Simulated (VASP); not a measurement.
# NaCl (Pm-3m) in VASP: a series of runs, part 2 of 2

VASP 6.6.1. The steps go on from the part before.

**3. Single point, PBE**

This run uses another cell than the first one, of 20.02 Å³/atom, 0.932 times its volume.

INCAR

```
SYSTEM = NaCl
  ALGO = Normal
  EDIFF = 1E-6
  ENCUT = 500
  GGA = PE
  GGA_COMPAT = .FALSE.
  ISIF = 2
  ISMEAR = 0
  ISYM = 0
  LASPH = .TRUE.
  LCHARG = .FALSE.
  LREAL = .FALSE.
  LWAVE = .FALSE.
  NBANDS = 14
  NELM = 120
  PREC = Accurate
  SIGMA = 0.1
```

KPOINTS

```
k-points
0
G
  5 3 1
  0 0 0
```

POSCAR

```
NaCl
1.0
    3.4209364601      0.0000000000      0.0000000000
    0.0000000000      3.4209364601      0.0000000000
    0.0000000000      0.0000000000      3.4209364601
Na Cl
1 1
Direct
    0.0000000000      0.0000000000      0.0000000000
    0.5000000000      0.5000000000      0.5000000000
```

Potentials or basis: VASP PAW PBE potentials, release 64 (Na_pv, Cl).

Started as:

```bash
cat potpaw_PBE.64/Na_pv/POTCAR potpaw_PBE.64/Cl/POTCAR > POTCAR
mpirun -np 1 vasp_std > vasp.out
```

OUTCAR:

```text
SYSTEM = NaCl
   EDIFF = 1E-6
   ENCUT = 500
   GGA = PE
   ISIF = 2
   ISMEAR = 0
   ISYM = 0
   LASPH = .TRUE.
   LREAL = .FALSE.
   NELM = 120
   PREC = Accurate

 ion  position               nearest neighbor table
   1  0.000  0.000  0.000-
   2  0.500  0.500  0.500-

IMPORTANT INFORMATION: All symmetrisations will be switched off!
NOSYMM: (Re-)initialisation of all symmetry stuff for point group C_1.

----------------------------------------------------------------------------------------

                                     Primitive cell

  volume of cell :      40.0346

  direct lattice vectors                    reciprocal lattice vectors
     3.420936460  0.000000000  0.000000000     0.292317619  0.000000000  0.000000000
     0.000000000  3.420936460  0.000000000     0.000000000  0.292317619  0.000000000
     0.000000000  0.000000000  3.420936460     0.000000000  0.000000000  0.292317619

  length of vectors
     3.420936460  3.420936460  3.420936460     0.292317619  0.292317619  0.292317619

  position of ions in fractional coordinates (direct lattice)
     0.000000000  0.000000000  0.000000000
     0.500000000  0.500000000  0.500000000

  ion indices of the primitive-cell ions
   primitive index   ion index
                 1           1
                 2           2

----------------------------------------------------------------------------------------

 KPOINTS: k-points

Automatic generation of k-mesh.
 Grid dimensions read from file:
 generate k-points for:    5    3    1

 Generating k-lattice:

  Cartesian coordinates                     Fractional coordinates (reciprocal lattice)
     0.058463524  0.000000000  0.000000000     0.200000000  0.000000000  0.000000000
     0.000000000  0.097439206  0.000000000     0.000000000  0.333333333  0.000000000
     0.000000000  0.000000000  0.292317619     0.000000000  0.000000000  1.000000000

  Length of vectors
[... 87 lines left out ...]
   AEXX    =    0.0000 exact exchange contribution
   IVDW    =     0    specifies the selected vdW correction
   LEPSILON=     F    determine dielectric tensor
   LRPA    =     F    only Hartree local field effects (RPA)
 non-spin polarized calculation
 Gauss-broadening in eV      SIGMA  =   0.10
  energy-cutoff  :      500.00
  volume of cell :       40.03
 maximum number of plane-waves:      1028
 NGX is ok and might be reduce to    28
   NGX = 13   NGY = 13   NGZ = 13

 number of electron      14.0000014 magnetization

 Free energy of the ion-electron system (eV)
  ---------------------------------------------------
  ext. energy  EPLUGINS =         0.00000000
  ---------------------------------------------------
  free energy    TOTEN  =        -5.17037968 eV

  energy without entropy =       -5.17037968  energy(sigma->0) =       -5.17037968

 E-fermi :   1.6949     XC(G=0):  -8.6684

 val. band max:        1.1467829653   @ k =   0.4000   0.3333   0.0000
 cond. band min:       5.2415640955   @ k =   0.0000   0.0000   0.0000
 fundamental gap:      4.0947811302
 Fermi energy:         1.6949490722

 k-point     1 :       0.0000    0.0000    0.0000
  band No.  band energies     occupation
      1     -21.0556      2.00000
      2     -21.0531      2.00000
      3     -21.0384      2.00000
      4     -12.4501      2.00000
      5       0.5579      2.00000
      6       0.5606      2.00000
      7       0.6765      2.00000
      8       5.2416      0.00000
      9       9.4328      0.00000
     10       9.6785      0.00000
     11      17.1691      0.00000
     12      17.1919      0.00000
     13      17.1926      0.00000
     14      17.3407      0.00000
[... 105 lines left out ...]
      1     -21.0900      2.00000
      2     -21.0685      2.00000
      3     -21.0331      2.00000
      4     -12.0060      2.00000
      5      -1.4617      2.00000
      6      -0.2284      2.00000
      7       0.9771      2.00000
      8       7.9982      0.00000
      9       9.8406      0.00000
     10      11.5576      0.00000
     11      13.0592      0.00000
     12      13.7687      0.00000
     13      15.4934      0.00000
     14      17.0291      0.00000

------------------------ aborting loop because EDIFF is reached ----------------------------------------

  FORCE on cell =-STRESS in cart. coord.  units (eV):
  Direction    XX          YY          ZZ          XY          YZ          ZX
  --------------------------------------------------------------------------------------
  -------------------------------------------------------------------------------------
  Total        1.2360378      1.4060665      4.7612717     -0.0000028      0.0000012      0.0000029
  in kB       49.4660607     56.2705844    190.5454248     -0.0001129      0.0000462      0.0001149
  external PRESSURE =      98.7606899 kB  Pullay stress =       0.0000000 kB

 VOLUME and BASIS-vectors are now :
 -----------------------------------------------------------------------------
  energy-cutoff  :      500.00
  volume of cell :       40.03
      direct lattice vectors                 reciprocal lattice vectors
     3.420936460  0.000000000  0.000000000     0.292317619  0.000000000  0.000000000
     0.000000000  3.420936460  0.000000000     0.000000000  0.292317619  0.000000000
     0.000000000  0.000000000  3.420936460     0.000000000  0.000000000  0.292317619

 POSITION                                       TOTAL-FORCE (eV/Angst)
 -----------------------------------------------------------------------------------
      0.00000      0.00000      0.00000        -0.000000      0.000001     -0.000001
      1.71047      1.71047      1.71047         0.000000     -0.000001      0.000001
 -----------------------------------------------------------------------------------
    total drift:                               -0.000001      0.000000      0.000003

  FREE ENERGIE OF THE ION-ELECTRON SYSTEM (eV)
  ---------------------------------------------------
  free  energy   TOTEN  =        -5.1703796821 eV

  energy  without entropy=       -5.1703796821  energy(sigma->0) =       -5.17037968
```

stdout:

```text
POSCAR found type information on POSCAR NaCl
 POSCAR found :  2 types and       2 ions
 scaLAPACK will be used
 LDA part: xc-table for (Slater+PW92), standard interpolation
 -----------------------------------------------------------------------------
|                                                                             |
|           W    W    AA    RRRRR   N    N  II  N    N   GGGG   !!!           |
|           W    W   A  A   R    R  NN   N  II  NN   N  G    G  !!!           |
|           W    W  A    A  R    R  N N  N  II  N N  N  G       !!!           |
|           W WW W  AAAAAA  RRRRR   N  N N  II  N  N N  G  GGG   !            |
|           WW  WW  A    A  R   R   N   NN  II  N   NN  G    G                |
|           W    W  A    A  R    R  N    N  II  N    N   GGGG   !!!           |
|                                                                             |
|     Your reciprocal lattice and k-lattice belong to different lattice       |
|     classes:                                                                |
|                                                                             |
|        The reciprocal lattice is simple cubic,                              |
|        whereas your k-lattice is simple orthorhombic.                       |
|                                                                             |
|     Results are often still useful ...                                      |
|                                                                             |
 -----------------------------------------------------------------------------

 POSCAR, INCAR and KPOINTS ok, starting setup
 FFT: planning ... GRIDC
 FFT: planning ... GRID_SOFT
 FFT: planning ... GRID
 WAVECAR not read
 entering main loop
```

Run time: 2.9 s. Hardware: 1 thread of Intel Xeon Platinum 8481C at 2.70GHz (Sapphire Rapids), shared host; peak memory 0.14 GiB.

The run converged, but its numbers aren't listed here, since they failed a check.

Caveat: the k points lie up to 1.84 Å⁻¹ apart.

**4. Single point, LDA**

INCAR

```
PREC = Accurate ; ENCUT = 500
EDIFF = 1E-6 ; ISMEAR = 0
SIGMA = 0.1 ; LREAL = F
LASPH = T ; NELM = 120
ALGO = Normal ; ISIF = 2
LWAVE = F ; LCHARG = F
GGA = CA ; NBANDS = 14
GGA_COMPAT = F
```

KPOINTS

```
Automatic mesh
0
Gamma
  4 4 4
```

POSCAR

```
NaCl
1.0
    3.5021900000      0.0000000000      0.0000000000
    0.0000000000      3.5021900000      0.0000000000
    0.0000000000      0.0000000000      3.5021900000
Na Cl
1 1
Direct
    0.0000000000      0.0000000000      0.0000000000
    0.5000000000      0.5000000000      0.5000000000
```

Potentials or basis: VASP PAW LDA potentials, release 64 (Na_pv, Cl).

Started as:

```bash
cat potpaw_LDA.64/Na_pv/POTCAR potpaw_LDA.64/Cl/POTCAR > POTCAR
mpirun -np 1 vasp_std > vasp.out
```

Run time: 2.4 s. Hardware: 1 thread of Intel Xeon Platinum 8481C at 2.70GHz (Sapphire Rapids), shared host; peak memory 0.12 GiB.

The run converged. Its results:

| Quantity | Value |
| --- | --- |
| Free energy | -7.0617 eV |
| Pressure | -3.0 GPa |
| Band gap on the k mesh | 3.60 eV, indirect (least direct gap 4.11 eV) |

Levels at points of the mesh, in eV from the valence-band top:
```
           k point  band 4  band 5  band 6  band 7  band 8  band 9  band 10  band 11
(0.00, 0.00, 0.00)  -13.31   -0.51   -0.51   -0.51    3.60    8.27     8.27    15.26
(0.50, 0.00, 0.00)  -12.94   -3.06   -0.27   -0.27    6.54    8.24    10.29    11.59
(0.50, 0.50, 0.00)  -12.66   -2.34   -2.34    0.00    5.19    9.58    10.63    10.63
(0.50, 0.50, 0.50)  -12.38   -1.90   -1.90   -1.90    6.77    6.77     6.77    11.27
```

Caveat: the k points lie up to 0.45 Å⁻¹ apart. A k mesh can miss the band edges.
